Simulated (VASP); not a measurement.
Input of a VASP 6.6.1 run:

Contents of INCAR:

```
SYSTEM = CoO
PREC     = Accurate       ! precision mode
ENCUT    = 600            ! plane-wave cutoff, eV
EDIFF    = 1E-6           ! SCF threshold, eV
ISMEAR   = 0              ! smearing method
SIGMA    = 0.1            ! smearing width, eV
LREAL    = .FALSE.        ! projectors in reciprocal space
LASPH    = .TRUE.         ! aspherical terms in the spheres
NELM     = 150            ! most SCF steps
ALGO     = Normal         ! electronic algorithm
ISIF     = 3              ! what is computed and relaxed
LWAVE    = .FALSE.        ! write WAVECAR
LCHARG   = .FALSE.        ! write CHGCAR
ISPIN    = 2              ! spin polarisation
MAGMOM   = 2.7 0.33       ! initial moments
LORBIT   = 11             ! projections on sites
LMAXMIX  = 4              ! l up to which the mixer works
GGA      = PE             ! functional
IBRION   = 2              ! ionic algorithm
NSW      = 80             ! ionic steps
EDIFFG   = -0.01          ! ionic threshold
```

KPOINTS

```
Automatic mesh
0
G
  18 18 18
  0 0 0
```

Contents of POSCAR:

```
CoO
1.0
    0.0000000000      2.1222063726      2.1222063726
    2.1222063726      0.0000000000      2.1222063726
    2.1222063726      2.1222063726      0.0000000000
Co O
1 1
Direct
    0.0000000000      0.0000000000      0.0000000000
    0.5000000000      0.5000000000      0.5000000000
```

Potentials or basis: VASP PAW PBE potentials, release 64 (Co, O).

Launch:

```console
$ cat potpaw_PBE.64/Co/POTCAR potpaw_PBE.64/O/POTCAR > POTCAR
$ mpirun -np 1 vasp_std > vasp.out
```

Q: What does it give for the site moments?

A: Co +2.53; O +0.29 μB.

Q: Predict the space group after relaxing (to 0.05 Å).

A: Fm-3m (No. 225).

Q: What does it give for the relaxed cell?

A: a = 2.997 Å, b = 2.997 Å, c = 2.997 Å, α = 60.00°, β = 60.00°, γ = 60.00°.

Final structure:
```
CELL_PARAMETERS angstrom
0.00000 2.11947 2.11947
2.11947 0.00000 2.11947
2.11947 2.11947 0.00000
ATOMIC_POSITIONS crystal
Co 0.00000 0.00000 0.00000
O 0.50000 0.50000 0.50000
```

Caveat: a cell with one magnetic atom can't hold antiferromagnetic order, which such compounds often take.
